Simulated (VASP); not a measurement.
Input of a VASP 6.6.1 run:

File INCAR:

```
PREC     = Accurate       # precision mode
ENCUT    = 520            # plane-wave cutoff, eV
EDIFF    = 1E-6           # SCF threshold, eV
ISMEAR   = 0              # smearing method
SIGMA    = 0.05           # smearing width, eV
LREAL    = F              # projectors in reciprocal space
LASPH    = T              # aspherical terms in the spheres
NELM     = 60             # most SCF steps
ALGO     = Normal         # electronic algorithm
ISIF     = 2              # what is computed and relaxed
LWAVE    = F              # write WAVECAR
LCHARG   = T              # write CHGCAR
GGA      = PS             # functional
LELF     = T              # ELF
LVHAR    = T            
NBANDS   = 11             # bands
```

Contents of KPOINTS:

```
regular mesh
0
Gamma
  20 20 20
```

File POSCAR:

```
Si
1.0
   -2.3196484957      2.3196484957      1.2652699547
    2.3196484957     -2.3196484957      1.2652699547
    2.3196484957      2.3196484957     -1.2652699547
Si
2
Direct
    0.0000000000      0.0000000000      0.0000000000
    0.7500000000      0.2500000000      0.5000000000
```

Potentials or basis: VASP PAW PBE potentials, release 64 (Si).

Launch:

```bash
$ cat potpaw_PBE.64/Si/POTCAR > POTCAR
$ mpirun -np 1 vasp_std > vasp.out
```

What does it give for the band gap on the k mesh?

Zero (band 4 reaches 13.08 eV, above the bottom of band 5 at 5.93 eV).

What does it give for the pressure?

14.2 GPa.

Stress tensor (GPa, compression positive):
```
14.24  0.00  0.00
 0.00 14.24  0.00
 0.00  0.00 14.16
```

Caveat: the PAW data sets were made with another functional, which shifts forces and pressure a little.
